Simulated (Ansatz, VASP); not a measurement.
One calculation of CoO, two programs

```
Co O
1.0
     1.50547    0.86918    2.43993
    -1.50547    0.86918    2.43993
     0.00000   -1.73837    2.43993
Co O
1 1
Direct
  0.00000 0.00000 0.00000
  0.50000 0.50000 0.50000
```

Alike in both runs: task relaxation of cell and atoms; functional revPBE; dispersion D3(BJ); k mesh 11 × 11 × 11; occupations fermi-dirac, width 0.05 eV; collinear spin.

|  | VASP | Ansatz |
| --- | --- | --- |
| version | VASP 6.6.1 | Ansatz 0.2.0 |
| potentials or method | VASP PAW PBE potentials, release 64 (Co, O) | Ansatz PAW |
| plane-wave cutoff (eV) | 600 | 420 |
| valence electrons in the cell | 15 | 23 |

Ansatz gave:

```
gap on the k mesh at the Fermi level, each at its own relaxed structure (eV) : none
net moment per atom (μB)                                                     : 1.47
size of the moment on the site where the two differ most (μB)                : 2.50
relaxed volume (Å³/atom)                                                     : 9.65
relaxed cell length with the largest relative difference (Å)                 : 2.939
```

Question: What did VASP give for the same quantities?

Answer: gap on the k mesh at the Fermi level, each at its own relaxed structure (eV): none; net moment per atom (μB): 1.45; size of the moment on the site where the two differ most (μB): 2.56; relaxed volume (Å³/atom): 9.65; relaxed cell length with the largest relative difference (Å): 2.941.

VASP's potentials were made for PBE, not for revPBE. Site moments also hang on the region over which each program counts them. A gap of «none» marks a metal or a gap that the smearing closes. VASP's potentials hold 15 valence electrons a cell and Ansatz's 23, so a difference there can come from the potentials and not from the codes.

Noted on Ansatz's run: the plane-wave basis is chosen anew once the cell has moved, so the energies of steps on either side of that aren't comparable.
